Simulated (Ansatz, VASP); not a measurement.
One calculation of Be, two programs

INCAR

```
  PREC = Accurate
  ENCUT = 520
  EDIFF = 1E-7
  ISMEAR = -1
  SIGMA = 0.1
  LREAL = F
  LASPH = T
  NELM = 100
  ALGO = Normal
  ISIF = 2
  LWAVE = F
  LCHARG = F
  GGA = RP
  NBANDS = 9
```

KPOINTS

```
Automatic mesh
0
Gamma
  26 26 14
```

File POSCAR:

```
Be
1.0
    2.1902693066      0.0000000000      0.0000000000
   -1.0951346533      1.8968288606      0.0000000000
    0.0000000000      0.0000000000      3.4374852195
Be
2
Direct
    0.3333333333      0.6666666667      0.2500000000
    0.6666666667      0.3333333333      0.7500000000
```

Input for Ansatz:

```yaml
crystal:
  lattice:
    - [2.1902693066, 0.0, 0.0]
    - [-1.0951346533, 1.8968288606, 0.0]
    - [0.0, 0.0, 3.4374852195]
  atoms:
    - { symbol: Be, position: [0.3333333333, 0.6666666667, 0.25] }
    - { symbol: Be, position: [0.6666666667, 0.3333333333, 0.75] }
hamiltonian:
  xc: rpbe
  pseudopotentials:
    kind: paw
    azcp:
      Be: "pseudopotentials/Be.paw.azcp"
basis:
  ecutwfc: 420
  fft_grid_basis: typed
kpoints:
  mp_grid: { grid: [26, 26, 14], shift: [0, 0, 0] }
magnetization:
  spin_polarized: false
scf:
  occupations: { method: fermi_dirac, width: 0.1 }
output:
  stress: true
```

Alike in both runs: task single point; functional RPBE; k mesh 26 × 26 × 14; occupations fermi-dirac, width 0.1 eV; no spin polarisation.

|  | VASP | Ansatz |
| --- | --- | --- |
| version | VASP 6.6.1 | Ansatz 0.2.0 |
| potentials or method | VASP PAW PBE potentials, release 64 (Be), cutoff 520 eV | plane waves (420 eV) with PAW, scalar-relativistic |
| valence electrons in the cell | 4 | 4 |

|  | VASP | Ansatz | Ansatz less VASP |
| --- | --- | --- | --- |
| pressure (GPa) | 18.8 | 18.7 | -0.06 |
| traceless stress, the component that is largest in VASP (GPa) | 2.57 | 2.53 | -0.038 |

VASP's potentials were made for PBE, not for RPBE. With one functional, cell and mesh, what is left measures potentials, basis and numerics.
